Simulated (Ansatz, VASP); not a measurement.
# CuNi4: VASP beside Ansatz

```
CELL_PARAMETERS angstrom
2.49351 0.00000 0.00000
-1.24675 2.15944 0.00000
0.00000 0.00000 20.59204
ATOMIC_POSITIONS crystal
Cu 0.66667 0.33333 0.75000
Cu 0.33333 0.66667 0.25000
Ni 0.66667 0.33333 0.14778
Ni 0.66667 0.33333 0.35222
Ni 0.66667 0.33333 0.54934
Ni 0.66667 0.33333 0.95066
Ni 0.33333 0.66667 0.04934
Ni 0.33333 0.66667 0.45066
Ni 0.33333 0.66667 0.64778
Ni 0.33333 0.66667 0.85222
```

Alike in both runs: functional PBE; k mesh 6 × 6 × 1; occupations gaussian, width 0.1 eV; collinear spin.

Ansatz relaxed the structure, and its values are those at the end. VASP's run is a single point on that final structure, the one shown.

```csv
,VASP,Ansatz
version,VASP 6.6.1,Ansatz 0.2.0
potentials or method,"VASP PAW PBE potentials, release 64 (Cu, Ni), cutoff 520 eV","scalar-relativistic, plane waves, PAW"
valence electrons in the cell,102,182
```

|  | VASP | Ansatz | Ansatz less VASP |
| --- | --- | --- | --- |
| gap on the k mesh at the Fermi level (eV) | none | none | - |
| pressure (GPa) | 0.0 | -0.1 | -0.08 |
| rms of the force components (eV/Å) | 0.003 | 0.003 | +0.0006 |
| net moment per atom (μB) | 0.42 | 0.42 | 0.000 |
| size of the moment on the site where the two differ most (μB) | 0.65 | 0.68 | +0.030 |

Site moments also hang on the region over which each program counts them. A gap of «none» marks a metal or a gap that the smearing closes. VASP's potentials hold 102 valence electrons a cell and Ansatz's 182, so a difference there can come from the potentials and not from the codes.

The k mesh is coarse, so the values compare programs but aren't converged.
